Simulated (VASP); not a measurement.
## SiGe5: single point with PBE

Crystal: SiGe5.

```
Si Ge
1.0
     4.11281    0.00000    0.00000
    -2.05641    3.56180    0.00000
     0.00000    0.00000   10.07514
Si Ge
1 5
Direct
  0.00000 0.00000 0.00014
  0.66667 0.33333 0.66851
  0.33333 0.66667 0.33138
  0.66667 0.33333 0.92115
  0.33333 0.66667 0.58317
  0.00000 0.00000 0.24565
```

- Program: VASP 6.6.1
- Task: single point
- Functional: PBE
- Potentials or basis: VASP PAW PBE potentials, release 64 (Si, Ge_d)
- Cutoff: 520 eV
- k mesh: 6 × 6 × 2
- Occupations: gaussian, width 0.01 eV
- Spin: no spin polarisation
- Dipole correction: no
- Further INCAR settings: ALGO = Normal; EDIFF = 1e-06; NBANDS = 46

The pressure is -3.2 GPa, the largest force is 0.049 eV/Å and the band gap on the k mesh is zero (filled and empty bands touch).

Forces in eV/Å, atoms in the order of the input:
```
Si   0.000  0.000  0.049
Ge   0.000  0.000 -0.002
Ge   0.000  0.000 -0.010
Ge   0.000  0.000 -0.005
Ge   0.000  0.000 -0.001
Ge   0.000  0.000 -0.030
```

Stress tensor (GPa, compression positive):
```
-3.05  0.00  0.00
 0.00 -3.05  0.00
 0.00  0.00 -3.38
```

Levels at points of the mesh, in eV from the Fermi level:
```
           k point  band 33  band 34  band 35  band 36  band 37  band 38  band 39  band 40  band 41  band 42
(0.00, 0.00, 0.00)    -0.93    -0.93    -0.44    -0.04     0.00     0.00     0.28     0.34     2.44     2.44
(0.50, 0.00, 0.00)    -2.77    -2.76    -2.72    -1.82    -1.68     0.77     0.89     1.50     1.55     3.54
(0.00, 0.00, 0.50)    -1.31    -0.55    -0.55    -0.37    -0.37     0.07     0.76     0.79     2.90     2.90
(0.50, 0.00, 0.50)    -3.32    -2.57    -2.37    -1.26    -1.25     0.06     0.97     1.24     2.57     2.62
```

Run time: 49 s on 1 thread of Intel(R) Xeon(R) 6975P-C (Granite Rapids) (shared host), peak memory 0.29 GiB.

Caveat: the cell stands under tension; semilocal functionals underestimate gaps, so a narrow gap can read as zero.
